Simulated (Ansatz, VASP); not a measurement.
## Two plane-wave programs on Ga

Contents of INCAR:

```
SYSTEM = Ga
  PREC = Accurate
  ENCUT = 600
  EDIFF = 1E-6
  ISMEAR = 0
  SIGMA = 0.1
  LREAL = .False.
  LASPH = .True.
  NELM = 100
  ALGO = Fast
  ISIF = 3
  LWAVE = .False.
  LCHARG = .False.
  GGA = PS
  IBRION = 2
  NSW = 100
  EDIFFG = -0.01
```

The input KPOINTS:

```
regular mesh
0
Gamma
  8 8 8
  0 0 0
```

The input POSCAR:

```
Ga
1.0
    5.2569236677      0.0000000000      0.0000000000
    0.0000000000      5.2569236677      0.0000000000
    0.0000000000      0.0000000000      5.2569236677
Ga
8
Direct
    0.5000000000      0.5000000000      0.5000000000
    0.0000000000      0.0000000000      0.0000000000
    0.2500000000      0.0000000000      0.5000000000
    0.5000000000      0.2500000000      0.0000000000
    0.5000000000      0.7500000000      0.0000000000
    0.7500000000      0.0000000000      0.5000000000
    0.0000000000      0.5000000000      0.7500000000
    0.0000000000      0.5000000000      0.2500000000
```

Input for Ansatz:

```yaml
crystal:
  lattice:
    - [5.2569236677, 0.0, 0.0]
    - [0.0, 5.2569236677, 0.0]
    - [0.0, 0.0, 5.2569236677]
  atoms:
    - { symbol: Ga, position: [0.5, 0.5, 0.5] }
    - { symbol: Ga, position: [0.0, 0.0, 0.0] }
    - { symbol: Ga, position: [0.25, 0.0, 0.5] }
    - { symbol: Ga, position: [0.5, 0.25, 0.0] }
    - { symbol: Ga, position: [0.5, 0.75, 0.0] }
    - { symbol: Ga, position: [0.75, 0.0, 0.5] }
    - { symbol: Ga, position: [0.0, 0.5, 0.75] }
    - { symbol: Ga, position: [0.0, 0.5, 0.25] }
basis:
  ecutwfc: 420
kpoints:
  mp_grid: { grid: [8, 8, 8] }
hamiltonian:
  xc: pbesol
scf:
  occupations: { method: gaussian, width: 0.1 }
output:
  forces: true
  stress: true
  eigenvalues: true
relax:
  adjacent_minimum: "off"
  f_tol: 0.01
  max_steps: 80
  cell: { stress_tol: 0.05 }
```

Alike in both runs: task relaxation of cell and atoms; functional PBEsol; k mesh 8 × 8 × 8; occupations gaussian, width 0.1 eV; no spin polarisation.

|  | VASP | Ansatz |
| --- | --- | --- |
| version | VASP 6.6.1 | Ansatz 0.2.0 |
| potentials or method | VASP PAW PBE potentials, release 64 (Ga_d), cutoff 600 eV | scalar-relativistic, plane waves, PAW |
| valence electrons in the cell | 104 | 104 |

```csv
,VASP,Ansatz,Ansatz less VASP
"gap on the k mesh at the Fermi level, each at its own relaxed structure (eV)",none,none,-
relaxed volume (Å³/atom),18.16,18.16,0.000
relaxed length of the cell vector where the two differ most in proportion (Å),5.257,5.257,0.0000
```

VASP's potentials were made for PBE, not for PBEsol. A gap of «none» marks a metal or a gap that the smearing closes.

Noted on VASP's run: the relaxation stopped at its first step, so nothing moved.
